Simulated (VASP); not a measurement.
# Ge3PbN (Pm-3m) in VASP: notebook

Runs on Ge3PbN. Level: PBE. Tasks: relaxation of cell and atoms, single point.

All numbers are computed with VASP 6.6.1; they aren't measurements. Logs are shortened: lines on timing, memory, paths and dates and some standing lists are left out, and cuts for length are marked.

## (1) The cell of the first run

It takes space group Pm-3m (No. 221, cubic). The conventional cell has a = 5.426 Å, b = 5.426 Å, c = 5.426 Å, α = 90.00°, β = 90.00°, γ = 90.00°. Within 3.6 Å of Ge (site symmetry 4/mmm) lie 2 Pb at 2.71 Å. Within 3.6 Å of Pb (site symmetry m-3m) lie 6 Ge at 2.71 Å. N (site symmetry m-3m) has 12 Ge at 3.84 Å and 8 Pb at 4.70 Å within 5.0 Å.

## (2) Relaxation of cell and atoms, PBE

Contents of INCAR:

```
SYSTEM = Ge3PbN
  PREC = Accurate
  ENCUT = 600
  EDIFF = 1E-6
  ISMEAR = 0
  SIGMA = 0.1
  LREAL = .False.
  LASPH = .True.
  NELM = 100
  ALGO = Normal
  ISIF = 3
  LWAVE = .False.
  LCHARG = .False.
  GGA = PE
  IBRION = 2
  NSW = 100
  EDIFFG = -0.005
```

Contents of KPOINTS:

```
regular mesh
0
Gamma
  8 8 8
  0 0 0
```

Contents of POSCAR:

```
Ge3PbN
1.0
    5.4260231712      0.0000000000      0.0000000000
    0.0000000000      5.4260231712      0.0000000000
    0.0000000000      0.0000000000      5.4260231712
Ge Pb N
3 1 1
Direct
    0.0000000000      0.5000000000      0.5000000000
    0.5000000000      0.0000000000      0.5000000000
    0.5000000000      0.5000000000      0.0000000000
    0.5000000000      0.5000000000      0.5000000000
    0.0000000000      0.0000000000      0.0000000000
```

Potentials or basis: VASP PAW PBE potentials, release 64 (Ge_d, Pb_d, N).

On the command line:

```
cat potpaw_PBE.64/Ge_d/POTCAR potpaw_PBE.64/Pb_d/POTCAR potpaw_PBE.64/N/POTCAR > POTCAR
mpirun -np 1 vasp_std > vasp.out
```

OUTCAR:

```text
SYSTEM = Ge3PbN
   PREC = Accurate
   ENCUT = 600
   EDIFF = 1E-6
   ISMEAR = 0
   LREAL = .False.
   LASPH = .True.
   NELM = 100
   ISIF = 3
   GGA = PE
   IBRION = 2
   NSW = 100
   EDIFFG = -0.005

 ion  position               nearest neighbor table
   1  0.000  0.500  0.500-   4 2.71   4 2.71
   2  0.500  0.000  0.500-   4 2.71   4 2.71
   3  0.500  0.500  0.000-   4 2.71   4 2.71
   4  0.500  0.500  0.500-   1 2.71   2 2.71   3 2.71   3 2.71   2 2.71   1 2.71
   5  0.000  0.000  0.000-

  LATTYP: Found a simple cubic cell.
 ALAT       =     5.4260231712

  Lattice vectors:

 A1 = (   5.4260231712,   0.0000000000,   0.0000000000)
 A2 = (   0.0000000000,   5.4260231712,   0.0000000000)
 A3 = (   0.0000000000,   0.0000000000,   5.4260231712)

Analysis of symmetry for initial positions (statically):
=====================================================================
 Subroutine PRICEL returns:
 Original cell was already a primitive cell.

 Routine SETGRP: Setting up the symmetry group for a
 simple cubic supercell.

 Subroutine GETGRP returns: Found 48 space group operations
 (whereof 48 operations were pure point group operations)
 out of a pool of 48 trial point group operations.

The static configuration has the point symmetry O_h .

Analysis of symmetry for dynamics (positions and initial velocities):
=====================================================================
 Subroutine PRICEL returns:
 Original cell was already a primitive cell.

 Routine SETGRP: Setting up the symmetry group for a
 simple cubic supercell.

 Subroutine GETGRP returns: Found 48 space group operations
 (whereof 48 operations were pure point group operations)
 out of a pool of 48 trial point group operations.

The dynamic configuration has the point symmetry O_h .

 Subroutine INISYM returns: Found 48 space group operations
 (whereof 48 operations are pure point group operations),
 and found     1 'primitive' translations

----------------------------------------------------------------------------------------

                                     Primitive cell

  volume of cell :     159.7515

  direct lattice vectors                    reciprocal lattice vectors
     5.426023171  0.000000000  0.000000000     0.184297038  0.000000000  0.000000000
     0.000000000  5.426023171  0.000000000     0.000000000  0.184297038  0.000000000
     0.000000000  0.000000000  5.426023171     0.000000000  0.000000000  0.184297038

  length of vectors
     5.426023171  5.426023171  5.426023171     0.184297038  0.184297038  0.184297038

  position of ions in fractional coordinates (direct lattice)
     0.000000000  0.500000000  0.500000000
     0.500000000  0.000000000  0.500000000
     0.500000000  0.500000000  0.000000000
     0.500000000  0.500000000  0.500000000
     0.000000000  0.000000000  0.000000000

  ion indices of the primitive-cell ions
   primitive index   ion index
                 1           1
                 2           2
                 3           3
                 4           4
                 5           5

----------------------------------------------------------------------------------------

 KPOINTS: regular mesh

Automatic generation of k-mesh.
 Grid dimensions read from file:
 generate k-points for:    8    8    8

 Generating k-lattice:

  Cartesian coordinates                     Fractional coordinates (reciprocal lattice)
     0.023037130  0.000000000  0.000000000     0.125000000  0.000000000  0.000000000
     0.000000000  0.023037130  0.000000000     0.000000000  0.125000000  0.000000000
     0.000000000  0.000000000  0.023037130     0.000000000  0.000000000  0.125000000

  Length of vectors
     0.023037130  0.023037130  0.023037130

  Shift w.r.t. Gamma in fractional coordinates (k-lattice)
     0.000000000  0.000000000  0.000000000

 Subroutine IBZKPT returns following result:
 ===========================================

 Found     35 irreducible k-points:

 Following reciprocal coordinates:
            Coordinates               Weight
  0.000000  0.000000  0.000000      1.000000
  0.125000  0.000000  0.000000      6.000000
  0.250000  0.000000  0.000000      6.000000
  0.375000  0.000000  0.000000      6.000000
  0.500000  0.000000  0.000000      3.000000
  0.125000  0.125000  0.000000     12.000000
[... 16 lines left out ...]
  0.375000  0.375000  0.125000     24.000000
  0.500000  0.375000  0.125000     24.000000
 [... further k-points ...]
   k-points           NKPTS =     35   k-points in BZ     NKDIM =     35   number of bands    NBANDS=     36
   number of dos      NEDOS =    301   number of ions     NIONS =      5
   total plane-waves  NPLWV = 110592
   dimension x,y,z NGX =    48 NGY =   48 NGZ =   48
   dimension x,y,z NGXF=    96 NGYF=   96 NGZF=   96
   ions per type =               3   1   1
   NGX,Y,Z   is equivalent  to a cutoff of  14.71, 14.71, 14.71 a.u.
   NGXF,Y,Z  is equivalent  to a cutoff of  29.41, 29.41, 29.41 a.u.
 SYSTEM =  Ge3PbN
   PREC   = accura    normal or accurate (medium, high low for compatibility)
   ISTART =      0    job   : 0-new  1-cont  2-samecut
   ICHARG =      2    charge: 1-file 2-atom 10-const
   ISPIN  =      1    spin polarized calculation?
   LNONCOLLINEAR =      F non collinear calculations
   LSORBIT =      F    spin-orbit coupling
   LASPH  =      T    aspherical Exc in radial PAW
   ENCUT  =  600.0 eV  44.10 Ry    6.64 a.u.  10.84 10.84 10.84*2*pi/ulx,y,z
   NELM   =    100;   NELMIN=  2; NELMDL= -5     # of ELM steps
   EDIFF  = 0.1E-05   stopping-criterion for ELM
   LREAL  =      F    real-space projection
   EDIFFG = -.5E-02   stopping-criterion for IOM
   NSW    =    100    number of steps for IOM
   IBRION =      2    ionic relax: 0-MD 1-quasi-New 2-CG
   NFREE  =      1    steps in history (QN), initial steepest desc. (CG)
   ISIF   =      3    stress and relaxation
   ISYM   =      2    0-nonsym 1-usesym 2-fastsym
   POTIM  = 0.5000    time-step for ionic-motion
   TEBEG  =    0.0;   TEEND  =   0.0 temperature during run
   PSTRESS=    0.0 pullay stress
   NELECT =      61.0000    total number of electrons
   NUPDOWN=      -1.0000    fix difference up-down
   EMIN   =  10.00;   EMAX   =-10.00  energy-range for DOS
   EFERMI =   0.00;   METHOD = LEGACY
   ISMEAR =     0;   SIGMA  =   0.10  broadening in eV -4-tet -1-fermi 0-gaus
   EFERMI_NEDOS =   21; number of points for ismear=-14 and -15
   IALGO  =     38    algorithm
   IMIX   =      4    mixing-type and parameters
     AMIX     =   0.40;   BMIX     =  1.00
     AMIX_MAG =   1.60;   BMIX_MAG =  1.00
  volume/ion in A,a.u.               =      31.95       215.61
  Fermi-wavevector in a.u.,A,eV,Ry     =   1.187690  2.244409 19.192484  1.410608
  Thomas-Fermi vector in A             =   2.323836
   LORBIT       =      0    0 simple, 1 ext, 2 COOP (PROOUT), +10 PAW based schemes
   GGA     = PE    functional components
   LHFCALC =     F    Hartree Fock is set to
   AEXX    =    0.0000 exact exchange contribution
   IVDW    =     0    specifies the selected vdW correction
   LEPSILON=     F    determine dielectric tensor
   LRPA    =     F    only Hartree local field effects (RPA)
 conjugate gradient relaxation of ions
 non-spin polarized calculation
 Gauss-broadening in eV      SIGMA  =   0.10
  energy-cutoff  :      600.00
  volume of cell :      159.75
 maximum number of plane-waves:      5400
 NGX is ok and might be reduce to    48
   NGX = 21   NGY = 21   NGZ = 21

--------------------------------------- Ionic step        1  -------------------------------------------

 number of electron      60.9999986 magnetization

 Free energy of the ion-electron system (eV)
  ---------------------------------------------------
  ext. energy  EPLUGINS =         0.00000000
  ---------------------------------------------------
  free energy    TOTEN  =       -14.51946608 eV

  energy without entropy =      -14.50380785  energy(sigma->0) =      -14.51163697

------------------------ aborting loop because EDIFF is reached ----------------------------------------

  FORCE on cell =-STRESS in cart. coord.  units (eV):
  Direction    XX          YY          ZZ          XY          YZ          ZX
  --------------------------------------------------------------------------------------
  -------------------------------------------------------------------------------------
  Total       -0.2496490     -0.2496490     -0.2496490     -0.0000000     -0.0000000      0.0000000
  in kB       -2.5037762     -2.5037762     -2.5037762     -0.0000000     -0.0000000      0.0000000
  external PRESSURE =      -2.5037762 kB  Pullay stress =       0.0000000 kB

 VOLUME and BASIS-vectors are now :
 -----------------------------------------------------------------------------
  energy-cutoff  :      600.00
  volume of cell :      159.75
      direct lattice vectors                 reciprocal lattice vectors
     5.426023171  0.000000000  0.000000000     0.184297038  0.000000000  0.000000000
     0.000000000  5.426023171  0.000000000     0.000000000  0.184297038  0.000000000
     0.000000000  0.000000000  5.426023171     0.000000000  0.000000000  0.184297038
[... 118 lines left out ...]
 POSITION                                       TOTAL-FORCE (eV/Angst)
 -----------------------------------------------------------------------------------
     -0.00000      2.70252      2.70252         0.000000     -0.000000      0.000000
      2.70252     -0.00000      2.70252        -0.000000     -0.000000      0.000000
      2.70252      2.70252     -0.00000        -0.000000      0.000000      0.000000
      2.70252      2.70252      2.70252        -0.000000      0.000000      0.000000
      0.00000      0.00000      0.00000         0.000000      0.000000      0.000000
 -----------------------------------------------------------------------------------
    total drift:                                0.000000      0.000000     -0.000000

  FREE ENERGIE OF THE ION-ELECTRON SYSTEM (eV)
  ---------------------------------------------------
  free  energy   TOTEN  =       -14.5206913310 eV

  energy  without entropy=      -14.5057537338  energy(sigma->0) =      -14.51322253

--------------------------------------- Ionic step        5  -------------------------------------------

 number of electron      60.9999975 magnetization

 Free energy of the ion-electron system (eV)
  ---------------------------------------------------
  ext. energy  EPLUGINS =         0.00000000
  ---------------------------------------------------
  free energy    TOTEN  =       -14.52075459 eV

  energy without entropy =      -14.50572568  energy(sigma->0) =      -14.51324013

 E-fermi :   2.0558     XC(G=0):  -8.4111

 val. band max:        2.0140375372   @ k =   0.3750   0.1250   0.0000
 cond. band min:       2.0689746251   @ k =   0.3750   0.3750   0.2500
 fundamental gap:      0.0549370879
 Fermi energy:         2.0558185297

 k-point     1 :       0.0000    0.0000    0.0000
  band No.  band energies     occupation
      1     -23.2366      2.00000
      2     -23.2366      2.00000
      3     -23.2364      2.00000
      4     -23.2324      2.00000
      5     -23.2324      2.00000
      6     -23.2324      2.00000
[... 925 lines left out ...]
     35       3.6191      0.00000
     36       4.3786      0.00000

 [... further k-points ...]

------------------------ aborting loop because EDIFF is reached ----------------------------------------

  FORCE on cell =-STRESS in cart. coord.  units (eV):
  Direction    XX          YY          ZZ          XY          YZ          ZX
  --------------------------------------------------------------------------------------
  -------------------------------------------------------------------------------------
  Total       -0.0111562     -0.0111562     -0.0111562     -0.0000000     -0.0000000     -0.0000000
  in kB       -0.1130123     -0.1130123     -0.1130123     -0.0000000     -0.0000000     -0.0000000
  external PRESSURE =      -0.1130123 kB  Pullay stress =       0.0000000 kB

 VOLUME and BASIS-vectors are now :
 -----------------------------------------------------------------------------
  energy-cutoff  :      600.00
  volume of cell :      158.16
      direct lattice vectors                 reciprocal lattice vectors
     5.407959739 -0.000000000  0.000000000     0.184912619  0.000000000  0.000000000
    -0.000000000  5.407959739 -0.000000000     0.000000000  0.184912619  0.000000000
    -0.000000000 -0.000000000  5.407959739    -0.000000000  0.000000000  0.184912619

 POSITION                                       TOTAL-FORCE (eV/Angst)
 -----------------------------------------------------------------------------------
     -0.00000      2.70398      2.70398         0.000000     -0.000000      0.000000
      2.70398     -0.00000      2.70398        -0.000000     -0.000000      0.000000
      2.70398      2.70398     -0.00000        -0.000000      0.000000      0.000000
      2.70398      2.70398      2.70398        -0.000000      0.000000      0.000000
      0.00000      0.00000      0.00000         0.000000      0.000000      0.000000
 -----------------------------------------------------------------------------------
    total drift:                                0.000000      0.000000     -0.000000

  FREE ENERGIE OF THE ION-ELECTRON SYSTEM (eV)
  ---------------------------------------------------
  free  energy   TOTEN  =       -14.5207545884 eV

  energy  without entropy=      -14.5057256764  energy(sigma->0) =      -14.51324013

 reached required accuracy - stopping structural energy minimisation
```

Wall time 14 min (1 thread of Intel Xeon Platinum 8259CL at 2.50GHz (Skylake/Cascade Lake), shared host); peak memory 0.5 GiB.

What came out:

| Item | Value |
| --- | --- |
| Free energy | -14.5208 eV |
| Relaxed volume | 31.63 Å³/atom |
| Relaxed cell | a = 5.408 Å, b = 5.408 Å, c = 5.408 Å, α = 90.00°, β = 90.00°, γ = 90.00° |
| Space group after relaxing (to 0.05 Å) | Pm-3m (No. 221) |
| Energy gained by relaxing | 0.3 meV/atom |
| Ionic steps | 5 |
| Pressure after relaxing | 0.0 GPa |

Step by step:
| step | energy change (eV) | largest force (eV/Å) | pressure (GPa) | volume (Å³) |
| --- | --- | --- | --- | --- |
| 1 | 0.0000 | 0.0000 | -0.25 | 159.75 |
| 2 | -0.0012 | 0.0000 | -0.06 | 158.60 |
| 3 | -0.0013 | 0.0000 | -0.08 | 158.37 |
| 4 | -0.0012 | 0.0000 | 0.09 | 157.91 |
| 5 | -0.0013 | 0.0000 | -0.01 | 158.16 |

Final structure:
```
Ge Pb N
1.0
     5.40796    0.00000    0.00000
     0.00000    5.40796    0.00000
     0.00000    0.00000    5.40796
Ge Pb N
3 1 1
Direct
  0.00000 0.50000 0.50000
  0.50000 0.00000 0.50000
  0.50000 0.50000 0.00000
  0.50000 0.50000 0.50000
  0.00000 0.00000 0.00000
```

Caveat: spin-orbit coupling is left out, which moves the levels of the heavy elements.

(Part 1 of 2 ends here.)
